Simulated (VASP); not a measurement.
# Hg (P6/mmm) in VASP: a series of runs

Runs on Hg. Level: PBEsol. Tasks: single point.

All numbers are computed with VASP 6.6.1; they aren't measurements. Logs are shortened: lines on timing, memory, paths and dates and some standing lists are left out, and cuts for length are marked.

**1. The cell of the first run**

The structure is hexagonal, space group P6/mmm (No. 191). The conventional cell has a = 4.540 Å, b = 4.540 Å, c = 3.870 Å, α = 90.00°, β = 90.00°, γ = 120.00°. Within 3.5 Å of Hg (site symmetry -6m2) lie 9 Hg at 2.62 to 3.26 Å. Within 4.3 Å of Hg (site symmetry 6/mmm) lie 14 Hg at 3.26 to 3.87 Å.

**2. Single point, PBEsol**

The input, INCAR:

```
PREC = Accurate
ENCUT = 520
EDIFF = 1E-7
ISMEAR = -1
SIGMA = 0.05
LREAL = False
LASPH = True
NELM = 80
ALGO = Normal
ISIF = 2
LWAVE = False
LCHARG = True
GGA = PS
LELF = True
LVHAR = True
NBANDS = 25
```

The input, KPOINTS:

```
regular mesh
0
Gamma
  8 8 9
```

The input, POSCAR:

```
Hg
1.0
    4.5400020208      0.0000000000      0.0000000000
   -2.2700010104      3.9317570832      0.0000000000
    0.0000000000      0.0000000000      3.8700000000
Hg
3
Direct
    0.3333333333      0.6666666667      0.5000000000
    0.0000000000      0.0000000000      0.0000000000
    0.6666666667      0.3333333333      0.5000000000
```

Potentials or basis: VASP PAW PBE potentials, release 64 (Hg).

On the command line:

```console
cat potpaw_PBE.64/Hg/POTCAR > POTCAR
mpirun -np 1 vasp_std > vasp.out
```

OUTCAR:

```text
PREC = Accurate
   ENCUT = 520
   EDIFF = 1E-7
   ISMEAR = -1
   LREAL = False
   LASPH = True
   NELM = 80
   ISIF = 2
   GGA = PS

 ion  position               nearest neighbor table
   1  0.333  0.667  0.500-   3 2.62   3 2.62   3 2.62   2 3.26   2 3.26   2 3.26   2 3.26   2 3.26
                             2 3.26
   2  0.000  0.000  0.000-   1 3.26   3 3.26   1 3.26   3 3.26   1 3.26   1 3.26   3 3.26   3 3.26
                             3 3.26   3 3.26   1 3.26   1 3.26
   3  0.667  0.333  0.500-   1 2.62   1 2.62   1 2.62   2 3.26   2 3.26   2 3.26   2 3.26   2 3.26
                             2 3.26

  LATTYP: Found a hexagonal cell.
 ALAT       =     4.5400020208
 C/A-ratio  =     0.8524225281

  Lattice vectors:

 A1 = (   4.5400020208,   0.0000000000,   0.0000000000)
 A2 = (  -2.2700010104,   3.9317570832,   0.0000000000)
 A3 = (   0.0000000000,   0.0000000000,   3.8700000000)

Analysis of symmetry for initial positions (statically):
=====================================================================
 Subroutine PRICEL returns:
 Original cell was already a primitive cell.

 Routine SETGRP: Setting up the symmetry group for a
 hexagonal supercell.

 Subroutine GETGRP returns: Found 24 space group operations
 (whereof 24 operations were pure point group operations)
 out of a pool of 24 trial point group operations.

The static configuration has the point symmetry D_6h.

Analysis of symmetry for dynamics (positions and initial velocities):
=====================================================================
 Subroutine PRICEL returns:
 Original cell was already a primitive cell.

 Routine SETGRP: Setting up the symmetry group for a
 hexagonal supercell.

 Subroutine GETGRP returns: Found 24 space group operations
 (whereof 24 operations were pure point group operations)
 out of a pool of 24 trial point group operations.

The dynamic configuration has the point symmetry D_6h.

 Subroutine INISYM returns: Found 24 space group operations
 (whereof 24 operations are pure point group operations),
 and found     1 'primitive' translations

----------------------------------------------------------------------------------------

                                     Primitive cell

  volume of cell :      69.0802

  direct lattice vectors                    reciprocal lattice vectors
     4.540002021  0.000000000  0.000000000     0.220264219  0.127169606  0.000000000
    -2.270001010  3.931757083  0.000000000     0.000000000  0.254339212  0.000000000
     0.000000000  0.000000000  3.870000000     0.000000000  0.000000000  0.258397933

  length of vectors
     4.540002021  4.540002021  3.870000000     0.254339212  0.254339212  0.258397933

  position of ions in fractional coordinates (direct lattice)
     0.333333333  0.666666667  0.500000000
     0.000000000  0.000000000  0.000000000
     0.666666667  0.333333333  0.500000000

  ion indices of the primitive-cell ions
   primitive index   ion index
                 1           1
                 2           2
                 3           3

----------------------------------------------------------------------------------------

 KPOINTS: regular mesh

Automatic generation of k-mesh.
 Grid dimensions read from file:
 generate k-points for:    8    8    9

 Generating k-lattice:

  Cartesian coordinates                     Fractional coordinates (reciprocal lattice)
     0.027533027  0.015896201  0.000000000     0.125000000  0.000000000  0.000000000
     0.000000000  0.031792402  0.000000000     0.000000000  0.125000000  0.000000000
     0.000000000  0.000000000  0.028710881     0.000000000  0.000000000  0.111111111

  Length of vectors
     0.031792402  0.031792402  0.028710881

  Shift w.r.t. Gamma in fractional coordinates (k-lattice)
     0.000000000  0.000000000  0.000000000

 Subroutine IBZKPT returns following result:
 ===========================================

 Found     50 irreducible k-points:

 Following reciprocal coordinates:
            Coordinates               Weight
  0.000000  0.000000  0.000000      1.000000
  0.125000  0.000000  0.000000      6.000000
  0.250000  0.000000  0.000000      6.000000
  0.375000  0.000000  0.000000      6.000000
  0.500000  0.000000  0.000000      3.000000
  0.125000  0.125000  0.000000      6.000000
[... 16 lines left out ...]
  0.250000  0.000000  0.222222     12.000000
  0.375000  0.000000  0.222222     12.000000
 [... further k-points ...]
   k-points           NKPTS =     50   k-points in BZ     NKDIM =     50   number of bands    NBANDS=     25
   number of dos      NEDOS =    301   number of ions     NIONS =      3
   total plane-waves  NPLWV =  38880
   dimension x,y,z NGX =    36 NGY =   36 NGZ =   30
   dimension x,y,z NGXF=    72 NGYF=   72 NGZF=   60
   ions per type =               3
   NGX,Y,Z   is equivalent  to a cutoff of  13.18, 13.18, 12.89 a.u.
   NGXF,Y,Z  is equivalent  to a cutoff of  26.36, 26.36, 25.77 a.u.
 SYSTEM =  unknown system
   PREC   = accura    normal or accurate (medium, high low for compatibility)
   ISTART =      0    job   : 0-new  1-cont  2-samecut
   ICHARG =      2    charge: 1-file 2-atom 10-const
   ISPIN  =      1    spin polarized calculation?
   LNONCOLLINEAR =      F non collinear calculations
   LSORBIT =      F    spin-orbit coupling
   LASPH  =      T    aspherical Exc in radial PAW
   ENCUT  =  520.0 eV  38.22 Ry    6.18 a.u.   8.44  8.44  7.20*2*pi/ulx,y,z
   NELM   =     80;   NELMIN=  2; NELMDL= -5     # of ELM steps
   EDIFF  = 0.1E-06   stopping-criterion for ELM
   LREAL  =      F    real-space projection
   EDIFFG = 0.1E-05   stopping-criterion for IOM
   NSW    =      0    number of steps for IOM
   IBRION =     -1    ionic relax: 0-MD 1-quasi-New 2-CG
   NFREE  =      0    steps in history (QN), initial steepest desc. (CG)
   ISIF   =      2    stress and relaxation
   ISYM   =      2    0-nonsym 1-usesym 2-fastsym
   POTIM  = 0.5000    time-step for ionic-motion
   TEBEG  =    0.0;   TEEND  =   0.0 temperature during run
   PSTRESS=    0.0 pullay stress
   NELECT =      36.0000    total number of electrons
   NUPDOWN=      -1.0000    fix difference up-down
   EMIN   =  10.00;   EMAX   =-10.00  energy-range for DOS
   EFERMI =   0.00;   METHOD = LEGACY
   ISMEAR =    -1;   SIGMA  =   0.05  broadening in eV -4-tet -1-fermi 0-gaus
   EFERMI_NEDOS =   21; number of points for ismear=-14 and -15
   IALGO  =     38    algorithm
   IMIX   =      4    mixing-type and parameters
     AMIX     =   0.40;   BMIX     =  1.00
     AMIX_MAG =   1.60;   BMIX_MAG =  1.00
  volume/ion in A,a.u.               =      23.03       155.39
  Fermi-wavevector in a.u.,A,eV,Ry     =   1.317421  2.489564 23.614230  1.735597
  Thomas-Fermi vector in A             =   2.447463
   LORBIT       =      0    0 simple, 1 ext, 2 COOP (PROOUT), +10 PAW based schemes
   GGA     = PS    functional components
   LHFCALC =     F    Hartree Fock is set to
   AEXX    =    0.0000 exact exchange contribution
   IVDW    =     0    specifies the selected vdW correction
   LEPSILON=     F    determine dielectric tensor
   LRPA    =     F    only Hartree local field effects (RPA)
 non-spin polarized calculation
  energy-cutoff  :      520.00
  volume of cell :       69.08
 maximum number of plane-waves:      1886
 NGX is ok and might be reduce to    36
   NGX = 17   NGY = 17   NGZ = 15

 number of electron      36.0000005 magnetization

 Free energy of the ion-electron system (eV)
  ---------------------------------------------------
  ext. energy  EPLUGINS =         0.00000000
  ---------------------------------------------------
  free energy    TOTEN  =        -1.05019750 eV

  energy without entropy =       -1.04032342  energy(sigma->0) =       -1.04526046

 E-fermi :   2.9760     XC(G=0): -11.1094

 val. band max:        2.9648696323   @ k =   0.3750   0.0000   0.4444
 cond. band min:       2.9949732852   @ k =   0.3750   0.1250   0.3333
 fundamental gap:      0.0301036528
 Fermi energy:         2.9759875463

 k-point     1 :       0.0000    0.0000    0.0000
  band No.  band energies     occupation
      1      -7.0629      2.00000
      2      -5.2819      2.00000
      3      -5.0074      2.00000
      4      -5.0074      2.00000
      5      -4.7934      2.00000
      6      -4.7934      2.00000
[... 17 lines left out ...]
     24      10.9128      0.00000
     25      15.4049      0.00000

 k-point     2 :       0.1250    0.0000    0.0000
  band No.  band energies     occupation
      1      -6.8911      2.00000
      2      -5.2958      2.00000
      3      -5.2294      2.00000
      4      -5.1917      2.00000
      5      -4.9104      2.00000
      6      -4.8625      2.00000
[... 17 lines left out ...]
     24      11.1702      0.00000
     25      14.4541      0.00000

 k-point     3 :       0.2500    0.0000    0.0000
  band No.  band energies     occupation
      1      -6.4208      2.00000
      2      -5.6931      2.00000
      3      -5.4921      2.00000
      4      -5.0936      2.00000
      5      -5.0133      2.00000
      6      -4.9020      2.00000
[... 17 lines left out ...]
     24      12.4055      0.00000
     25      12.6922      0.00000

 k-point     4 :       0.3750    0.0000    0.0000
  band No.  band energies     occupation
      1      -6.0435      2.00000
      2      -5.7946      2.00000
      3      -5.6572      2.00000
      4      -5.2248      2.00000
      5      -4.8066      2.00000
      6      -4.7428      2.00000
[... 17 lines left out ...]
     24      12.0912      0.00000
     25      12.3730      0.00000
[... 477 lines left out ...]
 k-point    22 :       0.1250    0.0000    0.2222
  band No.  band energies     occupation
      1      -6.6269      2.00000
      2      -5.3162      2.00000
      3      -5.2983      2.00000
      4      -5.0587      2.00000
      5      -5.0452      2.00000
      6      -4.8598      2.00000
[... 17 lines left out ...]
     24      11.2870      0.00000
     25      11.4432      0.00000

 k-point    23 :       0.2500    0.0000    0.2222
  band No.  band energies     occupation
      1      -6.2972      2.00000
      2      -5.6278      2.00000
      3      -5.5351      2.00000
      4      -5.1481      2.00000
      5      -5.0725      2.00000
      6      -4.6197      2.00000
[... 17 lines left out ...]
     24      10.6226      0.00000
     25      12.9769      0.00000

 k-point    24 :       0.3750    0.0000    0.2222
  band No.  band energies     occupation
      1      -6.0471      2.00000
      2      -5.7446      2.00000
      3      -5.6874      2.00000
      4      -5.2183      2.00000
      5      -5.0501      2.00000
      6      -4.2935      2.00000
[... 17 lines left out ...]
     24      11.7093      0.00000
     25      13.7784      0.00000

 [... further k-points ...]
[... 5 lines left out ...]
  --------------------------------------------------------------------------------------
  -------------------------------------------------------------------------------------
  Total        5.6205855      5.6205855     -0.1138805      0.0000000     -0.0000000     -0.0000000
  in kB      130.3582289    130.3582289     -2.6412301      0.0000000     -0.0000000     -0.0000000
  external PRESSURE =      86.0250759 kB  Pullay stress =       0.0000000 kB

 VOLUME and BASIS-vectors are now :
 -----------------------------------------------------------------------------
  energy-cutoff  :      520.00
  volume of cell :       69.08
      direct lattice vectors                 reciprocal lattice vectors
     4.540002021  0.000000000  0.000000000     0.220264219  0.127169606  0.000000000
    -2.270001010  3.931757083  0.000000000     0.000000000  0.254339212  0.000000000
     0.000000000  0.000000000  3.870000000     0.000000000  0.000000000  0.258397933

 POSITION                                       TOTAL-FORCE (eV/Angst)
 -----------------------------------------------------------------------------------
     -0.00000      2.62117      1.93500         0.000000     -0.000000     -0.000000
      0.00000      0.00000      0.00000         0.000000      0.000000      0.000000
      2.27000      1.31059      1.93500        -0.000000      0.000000      0.000000
 -----------------------------------------------------------------------------------
    total drift:                                0.000000     -0.000000     -0.000000

  FREE ENERGIE OF THE ION-ELECTRON SYSTEM (eV)
  ---------------------------------------------------
  free  energy   TOTEN  =        -1.0501975010 eV

  energy  without entropy=       -1.0403234159  energy(sigma->0) =       -1.04526046
```

It took 2 min on 1 thread of Intel Xeon 8259CL, shared host; peak memory 0.22 GiB.

What came out:

```yaml
Free_energy: -1.0502 eV
Pressure: 8.6 GPa
Band_gap_on_the_k_mesh: zero (bands 18 and 19 overlap by 5.11 eV)
```

Levels at points of the mesh, in eV from the Fermi level:
```
           k point  band 16  band 17  band 18  band 19  band 20  band 21
(0.00, 0.00, 0.00)    -5.92     0.40     1.93     2.65     3.56     3.56
(0.50, 0.00, 0.00)    -5.75    -4.98    -0.70     0.31     6.09     6.13
```

Caveat: the cell stands under pressure; the PAW data sets were made with another functional, which shifts forces and pressure a little; spin-orbit coupling is left out, which moves the levels of the heavy elements.

**3. Single point, PBEsol (zz strain of -2 %)**

The input, INCAR:

```
SYSTEM = Hg
ALGO = Normal
EDIFF = 1E-6
ENCUT = 520
GGA = PS
ISIF = 2
ISMEAR = -1
LASPH = .TRUE.
LCHARG = .TRUE.
LELF = .TRUE.
LREAL = .FALSE.
LVHAR = .TRUE.
LWAVE = .FALSE.
NBANDS = 25
NELM = 80
PREC = Accurate
SIGMA = 0.05
```

The input, KPOINTS:

```
k-points
0
G
  8 8 9
  0 0 0
```

POSCAR: that of step 2 with these lines changed.

```diff
@@ -4,3 +4,3 @@
    -2.2700010104      3.9317570832      0.0000000000
-    0.0000000000      0.0000000000      3.8700000000
+    0.0000000000      0.0000000000      3.7926000000
 Hg
```

Potentials or basis: VASP PAW PBE potentials, release 64 (Hg).

On the command line:

```console
cat potpaw_PBE.64/Hg/POTCAR > POTCAR
mpirun -np 1 vasp_std > vasp.out
```

Run time: 72 s. Hardware: 1 thread of Intel Xeon 8259CL, shared host; peak memory 0.21 GiB.

Results (log left out):

- Free energy: -1.0477 eV
- Pressure: 9.5 GPa
- Band gap on the k mesh: zero (bands 18 and 19 overlap by 5.14 eV)

Stress tensor (GPa, compression positive):
```
13.96  0.00  0.00
 0.00 13.96  0.00
 0.00  0.00  0.69
```

Levels at points of the mesh, in eV from the Fermi level:
```csv
k point,band 16,band 17,band 18,band 19,band 20,band 21
"(0.00, 0.00, 0.00)",-5.92,0.49,2.20,2.57,3.52,3.52
"(0.50, 0.00, 0.00)",-5.80,-5.03,-0.82,0.34,6.39,6.43
```

Caveat: the cell differs from its parent crystal (zz strain of -2 %); the cell stands under pressure; the PAW data sets were made with another functional, which shifts forces and pressure a little; spin-orbit coupling is left out, which moves the levels of the heavy elements.
